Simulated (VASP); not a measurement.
Wanted: the native input for a VASP 6.6.1 run.

```
Task                   : single point
Functional             : r2SCAN
Potentials or basis    : VASP PAW PBE potentials, release 64 (N)
Cutoff                 : 520 eV
k mesh                 : 14 × 14 × 14
Occupations            : fermi-dirac, width 0.1 eV
Spin                   : no spin polarisation
Dipole correction      : no
Further INCAR settings : ALGO = Normal; EDIFF = 1e-07; NBANDS = 12
```

N:

```
N
1.0
     0.00000    2.05814    2.05814
     2.05814    0.00000    2.05814
     2.05814    2.05814    0.00000
N
2
Direct
  0.00000 0.00000 0.00000
  0.25000 0.25000 0.25000
```

These files were run (other wordings do the same):

POSCAR

```
N
1.0
    0.0000000000      2.0581445081      2.0581445081
    2.0581445081      0.0000000000      2.0581445081
    2.0581445081      2.0581445081      0.0000000000
N
2
Direct
    0.0000000000      0.0000000000      0.0000000000
    0.2500000000      0.2500000000      0.2500000000
```

INCAR.step1

```
SYSTEM = N
ALGO = Normal
EDIFF = 1E-4
ENCUT = 520
GGA = PE
ISMEAR = -1
LASPH = .TRUE.
LCHARG = .FALSE.
LREAL = .FALSE.
LWAVE = .TRUE.
NBANDS = 12
NELM = 80
PREC = Accurate
SIGMA = 0.1
```

INCAR.step2

```
SYSTEM = N
ALGO = Normal
EDIFF = 1E-7
ENCUT = 520
ISIF = 2
ISMEAR = -1
ISTART = 1
LASPH = .TRUE.
LCHARG = .FALSE.
LMIXTAU = .TRUE.
LREAL = .FALSE.
LWAVE = .FALSE.
METAGGA = R2SCAN
NBANDS = 12
NELM = 80
PREC = Accurate
SIGMA = 0.1
```

KPOINTS

```
k-points
0
G
  14 14 14
  0 0 0
```

Potentials or basis: VASP PAW PBE potentials, release 64 (N).

Command:

```sh
$ cat potpaw_PBE.64/N/POTCAR > POTCAR
$ cp INCAR.step1 INCAR
$ mpirun -np 1 vasp_std > vasp.out
$ cp INCAR.step2 INCAR
$ mpirun -np 1 vasp_std > vasp.out
```

Results of the run:

```json
{"Pressure": "5.4 GPa", "Band gap on the k mesh": "zero (bands 5 and 6 overlap by 1.89 eV)"}
```

Caveat: the cell stands under pressure; the PAW data sets were made with another functional, which shifts forces and pressure a little.

Wall time 56 s on 1 thread of Intel(R) Xeon(R) Platinum 8488C (Sapphire Rapids) (shared host), peak memory 0.14 GiB.
